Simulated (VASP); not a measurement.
# YW3 in VASP: a series of runs, part 2 of 2

VASP 6.6.1.

### 4 Relaxation of cell and atoms, PBE

Contents of INCAR:

```
PREC     = Accurate       # precision mode
ENCUT    = 600            # plane-wave cutoff, eV
EDIFF    = 1E-6           # SCF threshold, eV
ISMEAR   = 0              # smearing method
SIGMA    = 0.1            # smearing width, eV
LREAL    = F              # projectors in reciprocal space
LASPH    = T              # aspherical terms in the spheres
NELM     = 80             # most SCF steps
ALGO     = Fast           # electronic algorithm
ISIF     = 3              # what is computed and relaxed
LWAVE    = F              # write WAVECAR
LCHARG   = F              # write CHGCAR
GGA      = PE             # functional
IBRION   = 2              # ionic algorithm
NSW      = 90             # ionic steps
EDIFFG   = -0.04          # ionic threshold
```

Contents of KPOINTS:

```
Automatic mesh
0
Gamma
  4 4 4
```

Contents of POSCAR:

```
YW3
1.0
    4.1641931850      0.0000000000      0.0000000000
    0.0000000000      4.1641931850      0.0000000000
    0.0000000000      0.0000000000      4.1213910912
Y W
1 3
Direct
    0.0000000000      0.0000000000      0.0000000000
    0.0000000000      0.5000000000      0.5000000000
    0.5000000000      0.0000000000      0.5000000000
    0.5000000000      0.5000000000      0.0000000000
```

Potentials or basis: VASP PAW PBE potentials, release 64 (Y_sv, W_sv).

Started as:

```bash
cat potpaw_PBE.64/Y_sv/POTCAR potpaw_PBE.64/W_sv/POTCAR > POTCAR
mpirun -np 1 vasp_std > vasp.out
```

OUTCAR:

```text
PREC = Accurate
   ENCUT = 600
   EDIFF = 1E-6
   ISMEAR = 0
   LREAL = F
   LASPH = T
   NELM = 80
   ISIF = 3
   GGA = PE
   IBRION = 2
   NSW = 90
   EDIFFG = -0.04

 ion  position               nearest neighbor table
   1  0.000  0.000  0.000-   2 2.93   3 2.93   2 2.93   3 2.93   2 2.93   2 2.93   3 2.93   3 2.93
                             4 2.94   4 2.94   4 2.94   4 2.94
   2  0.000  0.500  0.500-   1 2.93   4 2.93   1 2.93   4 2.93   1 2.93   1 2.93   4 2.93   4 2.93
                             3 2.94   3 2.94   3 2.94   3 2.94
   3  0.500  0.000  0.500-   1 2.93   4 2.93   1 2.93   4 2.93   4 2.93   4 2.93   1 2.93   1 2.93
                             2 2.94   2 2.94   2 2.94   2 2.94
   4  0.500  0.500  0.000-   2 2.93   3 2.93   2 2.93   3 2.93   3 2.93   3 2.93   2 2.93   2 2.93
                             1 2.94   1 2.94   1 2.94   1 2.94

  LATTYP: Found a simple tetragonal cell.
 ALAT       =     4.1641931850
 C/A-ratio  =     0.9897213957

  Lattice vectors:

 A1 = (   4.1641931850,   0.0000000000,   0.0000000000)
 A2 = (   0.0000000000,   4.1641931850,   0.0000000000)
 A3 = (   0.0000000000,   0.0000000000,   4.1213910912)

Analysis of symmetry for initial positions (statically):
[... 175 lines left out ...]
------------------------ aborting loop because EDIFF is reached ----------------------------------------

  FORCE on cell =-STRESS in cart. coord.  units (eV):
  Direction    XX          YY          ZZ          XY          YZ          ZX
  --------------------------------------------------------------------------------------
  -------------------------------------------------------------------------------------
  Total        4.1518116      4.1518116      3.3306108      0.0000000      0.0000000      0.0000000
  in kB       93.0770601     93.0770601     74.6670348      0.0000000      0.0000000      0.0000000
  external PRESSURE =      86.9403850 kB  Pullay stress =       0.0000000 kB
[... 95 lines left out ...]
  FREE ENERGIE OF THE ION-ELECTRON SYSTEM (eV)
  ---------------------------------------------------
  free  energy   TOTEN  =       -41.5255657007 eV

  energy  without entropy=      -41.4902906745  energy(sigma->0) =      -41.50792819

[... ionic steps 4 to 15 ...]

--------------------------------------- Ionic step       16  -------------------------------------------

 number of electron      52.9999993 magnetization

------------------------ aborting loop because EDIFF is reached ----------------------------------------
[... 71 lines left out ...]
--------------------------------------- Ionic step       18  -------------------------------------------

 number of electron      52.9999992 magnetization

 Free energy of the ion-electron system (eV)
  ---------------------------------------------------
  ext. energy  EPLUGINS =         0.00000000
  ---------------------------------------------------
  free energy    TOTEN  =       -42.98258092 eV

  energy without entropy =      -42.96884601  energy(sigma->0) =      -42.97571347

 E-fermi :   8.4060     XC(G=0): -12.6769

 val. band max:        8.3938152527   @ k =   0.0000   0.0000   0.5000
 cond. band min:       8.4405186180   @ k =   0.5000   0.2500   0.2500
 fundamental gap:      0.0467033653
 Fermi energy:         8.4059585195

 k-point     1 :       0.0000    0.0000    0.0000
  band No.  band energies     occupation
      1     -65.4049      2.00000
      2     -65.1950      2.00000
      3     -65.1912      2.00000
      4     -32.2791      2.00000
      5     -29.8508      2.00000
      6     -29.8508      2.00000
[... 632 lines left out ...]
  FREE ENERGIE OF THE ION-ELECTRON SYSTEM (eV)
  ---------------------------------------------------
  free  energy   TOTEN  =       -42.9825809202 eV

  energy  without entropy=      -42.9688460106  energy(sigma->0) =      -42.97571347

 reached required accuracy - stopping structural energy minimisation
```

OSZICAR:

```text
N       E                     dE             d eps       ncg     rms          rms(c)
DAV:   1     0.653734908364E+03    0.65373E+03   -0.33849E+04  1116   0.213E+03
DAV:   2    -0.657766348523E+01   -0.66031E+03   -0.65218E+03  1186   0.615E+02
DAV:   3    -0.419902386062E+02   -0.35413E+02   -0.34109E+02  1507   0.120E+02
[... 295 lines left out ...]
RMM:   5    -0.429825784083E+02   -0.53820E-05   -0.23045E-04  1387   0.750E-02    0.365E-02
RMM:   6    -0.429825786778E+02   -0.26942E-06   -0.52051E-05  1385   0.383E-02    0.209E-02
RMM:   7    -0.429825792724E+02   -0.59466E-06   -0.20380E-05  1186   0.208E-02    0.638E-03
RMM:   8    -0.429825805105E+02   -0.12380E-05   -0.87677E-06   996   0.154E-02    0.667E-03
RMM:   9    -0.429825809202E+02   -0.40971E-06   -0.27380E-06   731   0.844E-03
  18 F= -.42982581E+02 E0= -.42975713E+02  d E =-.114385E-02
```

CONTCAR:

```text
YW3
   1.00000000000000
     4.7807383164319486    0.0000000000000000    0.0000000000000000
     0.0000000000000000    4.7807383164319486   -0.0000000000000000
     0.0000000000000000    0.0000000000000007    3.1622485125101694
  Y               W
     1     3
Direct
     0.0000000000000000    0.0000000000000000    1.0000000000000000
     0.0000000000000000    0.5000000000000000    0.5000000000000000
     0.5000000000000000    0.0000000000000000    0.5000000000000000
     0.5000000000000000    0.5000000000000000    0.0000000000000000

  0.00000000E+00  0.00000000E+00  0.00000000E+00
  0.00000000E+00  0.00000000E+00  0.00000000E+00
  0.00000000E+00  0.00000000E+00  0.00000000E+00
  0.00000000E+00  0.00000000E+00  0.00000000E+00
```

Wall time 26 min (1 thread of Oxide Virtual Turin-like, shared host); peak memory 0.22 GiB.

What came out:

```yaml
Free_energy: -42.9826 eV
Relaxed_volume: 18.07 Å³/atom
Relaxed_cell: a = 4.781 Å, b = 4.781 Å, c = 3.162 Å, α = 90.00°, β = 90.00°, γ = 90.00°
Space_group_after_relaxing_to_0.1_Å: P4/mmm (No. 123)
Energy_gained_by_relaxing: 386.5 meV/atom
Ionic_steps: 18
Pressure_after_relaxing: 0.0 GPa
Band_gap_on_the_k_mesh: zero (an odd number of electrons rules out a gap without spin polarisation)
```

The path:
```tsv
step	energy change (eV)	largest force (eV/Å)	pressure (GPa)	volume (Å³)
1	0.0000	0.0000	8.69	71.47
2	0.2259	0.0000	-13.20	81.97
3	-0.0891	0.0000	-0.32	74.95
4	-0.0892	0.0000	-0.10	74.85
5	-0.0978	0.0000	-0.21	74.87
6	-0.1483	0.0000	-0.48	74.88
7	-0.4216	0.0000	-1.09	74.76
8	-1.1121	0.0000	-2.77	73.94
9	-1.0030	0.0000	9.80	69.75
10	-1.4137	0.0000	-0.90	72.66
11	-1.4448	0.0000	3.59	71.18
12	-1.5372	0.0000	0.81	71.97
13	-1.5380	0.0000	2.04	71.55
14	-1.5435	0.0000	1.52	71.73
15	-1.5208	0.0000	-2.39	73.26
16	-1.5450	0.0000	0.69	72.03
17	-1.5458	0.0000	-0.37	72.42
18	-1.5461	0.0000	0.05	72.27
```

Final structure:
```
Y W
1.0
     4.78074    0.00000    0.00000
     0.00000    4.78074    0.00000
     0.00000    0.00000    3.16225
Y W
1 3
Direct
  0.00000 0.00000 0.00000
  0.00000 0.50000 0.50000
  0.50000 0.00000 0.50000
  0.50000 0.50000 0.00000
```

Caveat: the k points lie up to 0.50 Å⁻¹ apart in the final cell, too coarse for converged energies and pressures of a metal; a cell axis changed by over 15 % at a fixed basis, so the end point is rough; spin-orbit coupling is left out, which moves the levels of the heavy elements.

### 5 Single point, PBE

This run uses another cell than the first one, of 18.79 Å³/atom.

Contents of INCAR:

```
ALGO = Fast
EDIFF = 1E-7
ENCUT = 520
GGA = PE
ISIF = 2
ISMEAR = 0
LASPH = T
LCHARG = F
LREAL = F
LWAVE = F
NBANDS = 34
NELM = 100
PREC = Accurate
SIGMA = 0.1
```

Contents of KPOINTS:

```
k-points
0
Gamma
  12 12 12
```

Contents of POSCAR:

```
YW3
1.0
    4.2205265326      0.0000000000      0.0000000000
    0.0000000000      4.2205265326      0.0000000000
    0.0000000000      0.0000000000      4.2205265326
Y W
1 3
Direct
    0.0000000000      0.0000000000      0.0000000000
    0.0000000000      0.5000000000      0.5000000000
    0.5000000000      0.0000000000      0.5000000000
    0.5000000000      0.5000000000      0.0000000000
```

Started as:

```bash
cat potpaw_PBE.64/Y_sv/POTCAR potpaw_PBE.64/W_sv/POTCAR > POTCAR
mpirun -np 1 vasp_std > vasp.out
```

Wall time 4.7 min (1 thread of Oxide Virtual Turin-like, shared host); peak memory 0.29 GiB.

It converged, with:

```
Free energy            : -41.5284 eV
Pressure               : 0.2 GPa
Band gap on the k mesh : zero (an odd number of electrons rules out a gap without spin polarisation)
```

Levels at points of the mesh, in eV from the Fermi level:
```csv
k point,band 22,band 23,band 24,band 25,band 26,band 27,band 28,band 29,band 30,band 31
"(0.00, 0.00, 0.00)",-3.59,-3.59,0.00,0.00,0.00,2.49,2.49,3.10,3.10,3.10
"(0.50, 0.00, 0.00)",-1.62,-1.49,-1.49,-1.34,-1.34,-0.16,0.27,0.78,1.26,1.26
"(0.50, 0.50, 0.00)",-1.50,-1.50,-1.29,-1.29,-1.19,-1.10,-0.31,0.53,0.68,0.68
"(0.50, 0.50, 0.50)",-0.84,-0.84,-0.15,-0.15,-0.15,0.11,0.51,0.51,1.39,1.39
```

Caveat: spin-orbit coupling is left out, which moves the levels of the heavy elements.

### 6 Summary

```tsv
task	cell	k mesh	cutoff (eV)	gap on the mesh (eV)	pressure (GPa)	relaxed volume (Å³/atom)
single point	a = 4.164, b = 4.164, c = 4.121 Å, 4 atoms	4 × 4 × 4	520	none	8.7	-
relaxation of cell and atoms	relaxed from a = 4.181 Å, 4 atoms	4 × 4 × 4	600	none	-0.1	18.71
relaxation of cell and atoms	relaxed from a = 4.164, b = 4.164, c = 4.121 Å, 4 atoms	4 × 4 × 4	600	none	0.0	18.07
single point	a = 4.221 Å, 4 atoms	12 × 12 × 12	520	none	0.2	-
```

Alike in all rows: level PBE; potentials or basis VASP PAW PBE potentials, release 64 (Y_sv, W_sv); no spin polarisation; smearing gaussian 0.1 eV.

Caveats: some runs use coarse meshes; spin-orbit coupling is left out, which moves the levels of the heavy elements; a cell axis changed by over 15 % at a fixed basis, so the end point is rough (at least some runs).

Absolute energies hang on the potentials; compare differences alone.

The gap in the log of VASP goes by the Fermi energy; the results here count the filled bands.